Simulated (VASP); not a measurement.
# Sr4TmSi (P6/mmm) in VASP: notebook

Sr4TmSi is run at these levels: PBE; tasks: single point.

All numbers are computed with VASP 6.6.1; they aren't measurements. Logs are shortened: lines on timing, memory, paths and dates and some standing lists are left out, and cuts for length are marked.

**1. The cell of the first run**

The structure is hexagonal, space group P6/mmm (No. 191). Conventional cell: a = 6.143 Å, b = 6.143 Å, c = 6.904 Å, α = 90.00°, β = 90.00°, γ = 120.00°. Sr (site symmetry -6m2) has 5 Sr at 3.45 to 3.55 Å and 3 Si at 3.55 Å within 4.5 Å. Within 4.5 Å of Sr (site symmetry -6m2) lie 5 Sr at 3.45 to 3.55 Å and 3 Tm at 3.55 Å. Tm (site symmetry 6/mmm) has 2 Si at 3.45 Å and 6 Sr at 3.55 Å within 4.5 Å. Within 4.5 Å of Si (site symmetry 6/mmm) lie 2 Tm at 3.45 Å and 6 Sr at 3.55 Å.

The cell was built from a structure type or drawn by symmetry, and may not be a known phase.

**2. Single point, PBE**

The input, INCAR:

```
SYSTEM = Sr4TmSi
PREC = Accurate ; ENCUT = 500
EDIFF = 1E-6 ; ISMEAR = 0
SIGMA = 0.2 ; LREAL = .False.
LASPH = .True. ; NELM = 200
ALGO = Normal ; ISIF = 2
LWAVE = .False. ; LCHARG = .True.
GGA = PE ; LELF = .True.
LVHAR = .True. ; NBANDS = 36
GGA_COMPAT = .False. ; LMAXMIX = 6
```

The input, KPOINTS:

```
Automatic mesh
0
Gamma
  4 4 2
  0 0 0
```

The input, POSCAR:

```
Sr4TmSi
1.0
    6.1427648696      0.0000000000      0.0000000000
   -3.0713824348      5.3197904265      0.0000000000
    0.0000000000      0.0000000000      6.9042640398
Sr Tm Si
4 1 1
Direct
    0.3333333333      0.6666666667      0.0000000000
    0.6666666667      0.3333333333      0.0000000000
    0.3333333333      0.6666666667      0.5000000000
    0.6666666667      0.3333333333      0.5000000000
    0.0000000000      0.0000000000      0.5000000000
    0.0000000000      0.0000000000      0.0000000000
```

Potentials or basis: VASP PAW PBE potentials, release 64 (Sr_sv, Tm_3, Si), 4f in core.

Started as:

```console
cat potpaw_PBE.64/Sr_sv/POTCAR potpaw_PBE.64/Tm_3/POTCAR potpaw_PBE.64/Si/POTCAR > POTCAR
mpirun -np 1 vasp_std > vasp.out
```

OUTCAR:

```text
SYSTEM = Sr4TmSi
   PREC = Accurate
   ENCUT = 500
   EDIFF = 1E-6
   ISMEAR = 0
   LREAL = .False.
   LASPH = .True.
   NELM = 200
   ISIF = 2
   GGA = PE

 ion  position               nearest neighbor table
   1  0.333  0.667  0.000-   3 3.45   3 3.45   2 3.55   6 3.55   2 3.55   6 3.55   6 3.55   2 3.55
                             4 4.95   4 4.95   4 4.95   4 4.95   4 4.95   4 4.95
   2  0.667  0.333  0.000-   4 3.45   4 3.45   1 3.55   1 3.55   6 3.55   6 3.55   6 3.55   1 3.55
                             3 4.95   3 4.95   3 4.95   3 4.95   3 4.95   3 4.95
   3  0.333  0.667  0.500-   1 3.45   1 3.45   4 3.55   5 3.55   4 3.55   5 3.55   5 3.55   4 3.55
                             2 4.95   2 4.95   2 4.95   2 4.95   2 4.95   2 4.95
   4  0.667  0.333  0.500-   2 3.45   2 3.45   3 3.55   3 3.55   5 3.55   5 3.55   5 3.55   3 3.55
                             1 4.95   1 4.95   1 4.95   1 4.95   1 4.95   1 4.95
   5  0.000  0.000  0.500-   6 3.45   6 3.45   3 3.55   4 3.55   3 3.55   4 3.55   4 3.55   3 3.55

   6  0.000  0.000  0.000-   5 3.45   5 3.45   1 3.55   2 3.55   1 3.55   2 3.55   2 3.55   1 3.55

  LATTYP: Found a hexagonal cell.
 ALAT       =     6.1427648696
 C/A-ratio  =     1.1239668433

  Lattice vectors:

 A1 = (   6.1427648696,   0.0000000000,   0.0000000000)
 A2 = (  -3.0713824348,   5.3197904265,   0.0000000000)
 A3 = (   0.0000000000,   0.0000000000,   6.9042640398)

Analysis of symmetry for initial positions (statically):
=====================================================================
 Subroutine PRICEL returns:
 Original cell was already a primitive cell.

 Routine SETGRP: Setting up the symmetry group for a
 hexagonal supercell.

 Subroutine GETGRP returns: Found 24 space group operations
 (whereof 24 operations were pure point group operations)
 out of a pool of 24 trial point group operations.

The static configuration has the point symmetry D_6h.

Analysis of symmetry for dynamics (positions and initial velocities):
=====================================================================
 Subroutine PRICEL returns:
 Original cell was already a primitive cell.

 Routine SETGRP: Setting up the symmetry group for a
 hexagonal supercell.

 Subroutine GETGRP returns: Found 24 space group operations
 (whereof 24 operations were pure point group operations)
 out of a pool of 24 trial point group operations.

The dynamic configuration has the point symmetry D_6h.

[... 90 lines left out ...]
   LREAL  =      F    real-space projection
   EDIFFG = 0.1E-04   stopping-criterion for IOM
   NSW    =      0    number of steps for IOM
   IBRION =     -1    ionic relax: 0-MD 1-quasi-New 2-CG
   NFREE  =      0    steps in history (QN), initial steepest desc. (CG)
   ISIF   =      2    stress and relaxation
   ISYM   =      2    0-nonsym 1-usesym 2-fastsym
   POTIM  = 0.5000    time-step for ionic-motion
   TEBEG  =    0.0;   TEEND  =   0.0 temperature during run
   PSTRESS=    0.0 pullay stress
   NELECT =      53.0000    total number of electrons
   NUPDOWN=      -1.0000    fix difference up-down
   EMIN   =  10.00;   EMAX   =-10.00  energy-range for DOS
   EFERMI =   0.00;   METHOD = LEGACY
   ISMEAR =     0;   SIGMA  =   0.20  broadening in eV -4-tet -1-fermi 0-gaus
   EFERMI_NEDOS =   21; number of points for ismear=-14 and -15
   IALGO  =     38    algorithm
   IMIX   =      4    mixing-type and parameters
     AMIX     =   0.40;   BMIX     =  1.00
     AMIX_MAG =   1.60;   BMIX_MAG =  1.00
  volume/ion in A,a.u.               =      37.60       253.76
  Fermi-wavevector in a.u.,A,eV,Ry     =   1.010124  1.908858 13.882722  1.020351
  Thomas-Fermi vector in A             =   2.143094
   LORBIT       =      0    0 simple, 1 ext, 2 COOP (PROOUT), +10 PAW based schemes
   GGA     = PE    functional components
   LHFCALC =     F    Hartree Fock is set to
   AEXX    =    0.0000 exact exchange contribution
   IVDW    =     0    specifies the selected vdW correction
   LEPSILON=     F    determine dielectric tensor
   LRPA    =     F    only Hartree local field effects (RPA)
 non-spin polarized calculation
 Gauss-broadening in eV      SIGMA  =   0.20
  energy-cutoff  :      500.00
  volume of cell :      225.62
 maximum number of plane-waves:      5749
 NGX is ok and might be reduce to    48
   NGX = 23   NGY = 23   NGZ = 25

 number of electron      53.0000000 magnetization

 Free energy of the ion-electron system (eV)
  ---------------------------------------------------
  ext. energy  EPLUGINS =         0.00000000
  ---------------------------------------------------
  free energy    TOTEN  =       -13.79081487 eV

  energy without entropy =      -13.67785089  energy(sigma->0) =      -13.73433288

 E-fermi :   2.5994     XC(G=0):  -8.4823

 val. band max:        2.5132285803   @ k =   0.2500   0.2500   0.5000
 cond. band min:       2.6456085284   @ k =   0.5000   0.0000   0.5000
 fundamental gap:      0.1323799482
 Fermi energy:         2.5994255449

 k-point     1 :       0.0000    0.0000    0.0000
  band No.  band energies     occupation
      1     -33.8103      2.00000
      2     -33.7384      2.00000
      3     -33.3379      2.00000
      4     -33.2632      2.00000
      5     -23.5727      2.00000
      6     -23.5727      2.00000
[... 301 lines left out ...]
     35       4.8084      0.00000
     36       4.8144      0.00000

------------------------ aborting loop because EDIFF is reached ----------------------------------------

  FORCE on cell =-STRESS in cart. coord.  units (eV):
  Direction    XX          YY          ZZ          XY          YZ          ZX
  --------------------------------------------------------------------------------------
  -------------------------------------------------------------------------------------
  Total        0.9380813      0.9380813     -0.2461262      0.0000000      0.0000000     -0.0000000
  in kB        6.6615493      6.6615493     -1.7478034      0.0000000      0.0000000     -0.0000000
  external PRESSURE =       3.8584318 kB  Pullay stress =       0.0000000 kB

 VOLUME and BASIS-vectors are now :
 -----------------------------------------------------------------------------
  energy-cutoff  :      500.00
  volume of cell :      225.62
      direct lattice vectors                 reciprocal lattice vectors
     6.142764870  0.000000000  0.000000000     0.162793143  0.093988665  0.000000000
    -3.071382435  5.319790427  0.000000000     0.000000000  0.187977330  0.000000000
     0.000000000  0.000000000  6.904264040     0.000000000  0.000000000  0.144838030

 POSITION                                       TOTAL-FORCE (eV/Angst)
 -----------------------------------------------------------------------------------
     -0.00000      3.54653      0.00000        -0.000000      0.000000     -0.000000
      3.07138      1.77326      0.00000         0.000000      0.000000      0.000000
     -0.00000      3.54653      3.45213         0.000000      0.000000     -0.000000
      3.07138      1.77326      3.45213        -0.000000      0.000000     -0.000000
      0.00000      0.00000      3.45213        -0.000000      0.000000     -0.000000
      0.00000      0.00000      0.00000        -0.000000      0.000000     -0.000000
 -----------------------------------------------------------------------------------
    total drift:                               -0.000000      0.000000      0.000000

  FREE ENERGIE OF THE ION-ELECTRON SYSTEM (eV)
  ---------------------------------------------------
  free  energy   TOTEN  =       -13.7908148748 eV

  energy  without entropy=      -13.6778508892  energy(sigma->0) =      -13.73433288
```

OSZICAR:

```text
N       E                     dE             d eps       ncg     rms          rms(c)
DAV:   1     0.408165875284E+03    0.40817E+03   -0.22131E+04   576   0.123E+03
DAV:   2     0.282115873578E+02   -0.37995E+03   -0.37053E+03   656   0.365E+02
DAV:   3    -0.102854853920E+02   -0.38497E+02   -0.37681E+02   920   0.892E+01
DAV:   4    -0.138491164941E+02   -0.35636E+01   -0.34965E+01   952   0.225E+01
DAV:   5    -0.140955654792E+02   -0.24645E+00   -0.24574E+00   912   0.583E+00    0.275E+01
DAV:   6    -0.138200694436E+02    0.27550E+00   -0.90561E-01   796   0.339E+00    0.170E+01
DAV:   7    -0.137957274369E+02    0.24342E-01   -0.48785E-01   920   0.339E+00    0.125E+00
DAV:   8    -0.137913155761E+02    0.44119E-02   -0.63987E-02   804   0.929E-01    0.641E-01
DAV:   9    -0.137906740805E+02    0.64150E-03   -0.12456E-02   932   0.418E-01    0.208E-01
DAV:  10    -0.137907785020E+02   -0.10442E-03   -0.81327E-04   896   0.111E-01    0.131E-01
DAV:  11    -0.137908104535E+02   -0.31952E-04   -0.23059E-04   912   0.672E-02    0.634E-02
DAV:  12    -0.137908157370E+02   -0.52835E-05   -0.52811E-05   868   0.308E-02    0.131E-02
DAV:  13    -0.137908148748E+02    0.86221E-06   -0.46098E-06   680   0.871E-03
   1 F= -.13790815E+02 E0= -.13734333E+02  d E =-.112964E+00
```

stdout:

```text
POSCAR found type information on POSCAR SrTmSi
 POSCAR found :  3 types and       6 ions
 scaLAPACK will be used
 LDA part: xc-table for (Slater+PW92), standard interpolation
 POSCAR, INCAR and KPOINTS ok, starting setup
 FFT: planning ... GRIDC
 FFT: planning ... GRID_SOFT
 FFT: planning ... GRID
 WAVECAR not read
 entering main loop
```

Run time: 64 s. Hardware: 1 thread of Intel Xeon Platinum 8488C (Sapphire Rapids), shared host; peak memory 0.35 GiB.

Results:

| Property | Result |
| --- | --- |
| Free energy | -13.7908 eV |
| Pressure | 0.4 GPa |
| Band gap on the k mesh | zero (an odd number of electrons rules out a gap without spin polarisation) |

Stress tensor (GPa, compression positive):
```
 0.67  0.00  0.00
 0.00  0.67  0.00
 0.00  0.00 -0.17
```

Caveat: the k points lie up to 0.46 Å⁻¹ apart, too coarse for converged energies and pressures of a metal; spin-orbit coupling is left out, which moves the levels of the heavy elements; the 4f electrons are frozen in the core, so they carry no moment and show no levels.

**3. Single point, PBE**

This run uses another cell than the first one, of 35.30 Å³/atom.

The input, INCAR:

```
  PREC = Accurate
  ENCUT = 500
  EDIFF = 1E-6
  ISMEAR = 0
  SIGMA = 0.1
  LREAL = F
  LASPH = T
  NELM = 200
  ALGO = Normal
  ISIF = 2
  LWAVE = F
  LCHARG = F
  GGA = PE
  NBANDS = 36
  GGA_COMPAT = F
  LMAXMIX = 6
```

The input, KPOINTS:

```
Automatic mesh
0
Gamma
  3 3 4
```

The input, POSCAR:

```
Sr4TmSi
1.0
    5.9158142592      0.0000000000      0.0000000000
   -2.9579071296      5.1232454325      0.0000000000
    0.0000000000      0.0000000000      6.9877309181
Sr Tm Si
4 1 1
Direct
    0.3333333333      0.6666666667      0.2455828738
    0.3333333333      0.6666666667      0.7544171262
    0.6666666667      0.3333333333      0.7544171262
    0.6666666667      0.3333333333      0.2455828738
    0.0000000000      0.0000000000      0.5000000000
    0.0000000000      0.0000000000      0.0000000000
```

Potentials or basis: VASP PAW PBE potentials, release 64 (Sr_sv, Tm_3, Si), 4f in core.

Started as:

```console
cat potpaw_PBE.64/Sr_sv/POTCAR potpaw_PBE.64/Tm_3/POTCAR potpaw_PBE.64/Si/POTCAR > POTCAR
mpirun -np 1 vasp_std > vasp.out
```

Wall time 72 s (1 thread of Intel Xeon Platinum 8488C (Sapphire Rapids), shared host); peak memory 0.37 GiB.

Results (log left out):

```
Free energy            : -14.9579 eV
Pressure               : 0.3 GPa
Largest force          : 0.063 eV/Å
Band gap on the k mesh : zero (an odd number of electrons rules out a gap without spin polarisation)
```

Forces in eV/Å, atoms in the order of the input:
```
Sr   0.000  0.000 -0.063
Sr   0.000  0.000  0.063
Sr   0.000  0.000  0.063
Sr   0.000  0.000 -0.063
Tm   0.000  0.000  0.000
Si   0.000  0.000  0.000
```

Stress tensor (GPa, compression positive):
```
 0.76  0.00  0.00
 0.00  0.76  0.00
 0.00  0.00 -0.73
```

Levels at points of the mesh, in eV from the Fermi level:
```tsv
k point	band 24	band 25	band 26	band 27	band 28	band 29
(0.00, 0.00, 0.00)	-1.25	-0.50	-0.50	-0.02	0.34	0.34
(0.00, 0.00, 0.50)	-0.87	-0.28	-0.16	-0.16	0.67	0.67
```

Caveat: the k points lie up to 0.41 Å⁻¹ apart, too coarse for converged energies and pressures of a metal; spin-orbit coupling is left out, which moves the levels of the heavy elements; the 4f electrons are frozen in the core, so they carry no moment and show no levels. Spin polarisation is off, so any magnetic state and its effect on volume and gap are missing.
